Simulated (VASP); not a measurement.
# Pt: relaxation of cell and atoms with PBEsol+D3(BJ)

The system is Pt.

```
CELL_PARAMETERS angstrom
-1.58422 1.58422 1.58422
1.58422 -1.58422 1.58422
1.58422 1.58422 -1.58422
ATOMIC_POSITIONS crystal
Pt 0.00000 0.00000 0.00000
```

This isn't the form of Pt at room conditions, which is fcc.

```yaml
Program: VASP 6.6.1
Task: relaxation of cell and atoms
Functional: PBEsol
Dispersion: D3(BJ)
Potentials_or_basis: VASP PAW PBE potentials, release 64 (Pt)
Cutoff: 600 eV
k_mesh: 12 × 12 × 12
Occupations: fermi-dirac, width 0.05 eV
Spin: no spin polarisation
Dipole_correction: no
Further_INCAR_settings: ALGO = Normal; EDIFF = 1e-07; IBRION = 2; EDIFFG = -0.01; NSW = 60; ISIF = 3
```

- Relaxed volume: 14.76 Å³/atom
- Relaxed cell: a = 2.677 Å, b = 2.677 Å, c = 2.677 Å, α = 109.47°, β = 109.47°, γ = 109.47°
- Space group after relaxing (to 0.1 Å): Im-3m (No. 229)
- Pressure after relaxing: 0.0 GPa
- Band gap on the k mesh: zero (bands 5 and 6 overlap by 2.44 eV)
- Dispersion energy per atom: -0.766 eV

Final structure:
```
Pt
1.0
    -1.54535    1.54535    1.54535
     1.54535   -1.54535    1.54535
     1.54535    1.54535   -1.54535
Pt
1
Direct
  0.00000 0.00000 0.00000
```

Levels at points of the mesh, in eV from the Fermi level:
| k point | band 3 | band 4 | band 5 | band 6 | band 7 | band 8 |
| --- | --- | --- | --- | --- | --- | --- |
| (0.00, 0.00, 0.00) | -3.79 | -3.79 | -1.01 | -1.01 | 17.13 | 17.13 |
| (0.50, 0.00, 0.00) | -1.20 | -0.63 | 0.07 | 1.30 | 6.96 | 13.31 |
| (0.50, 0.50, 0.50) | 0.70 | 0.70 | 0.70 | 7.85 | 7.85 | 7.85 |

Wall time 37 s on 1 thread of Intel Xeon 8259CL, on a shared host, peak memory 0.17 GiB.

Caveat: the PAW data sets were made with another functional, which shifts forces and pressure a little; spin-orbit coupling is left out, which moves the levels of the heavy elements.
